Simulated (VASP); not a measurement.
Input of a VASP 6.6.1 run:

Contents of INCAR:

```
  PREC = Accurate
  ENCUT = 520
  EDIFF = 1E-6
  ISMEAR = 0
  SIGMA = 0.15
  LREAL = False
  LASPH = True
  NELM = 100
  ALGO = Normal
  ISIF = 2
  LWAVE = False
  LCHARG = True
  LELF = True
  LVHAR = True
  NBANDS = 16
```

File KPOINTS:

```
Automatic mesh
0
Gamma
  16 16 16
```

The input POSCAR:

```
ZrS
1.0
    0.0000000000      2.5671447250      2.5671447250
    2.5671447250      0.0000000000      2.5671447250
    2.5671447250      2.5671447250      0.0000000000
Zr S
1 1
Direct
   -0.0073447758      0.0073447758      0.0073447758
    0.5208987049      0.4791012951      0.4791012951
```

Potentials or basis: VASP PAW LDA potentials, release 64 (Zr_sv, S).

Run with:

```console
$ cat potpaw_LDA.64/Zr_sv/POTCAR potpaw_LDA.64/S/POTCAR > POTCAR
$ mpirun -np 1 vasp_std > vasp.out
```

Problem. Predict the pressure.

Solution. 1.7 GPa.

Problem. Predict the largest force.

Solution. 1.063 eV/Å.

Forces on the atoms (eV/Å):
```
Zr  -1.063  0.000  0.000
S    1.063  0.000  0.000
```

Caveat: the cell differs from its parent crystal (atoms displaced along a vibrational mode); forces of over 1 eV/Å act on the atoms, so gaps and moduli don't describe the material at rest.
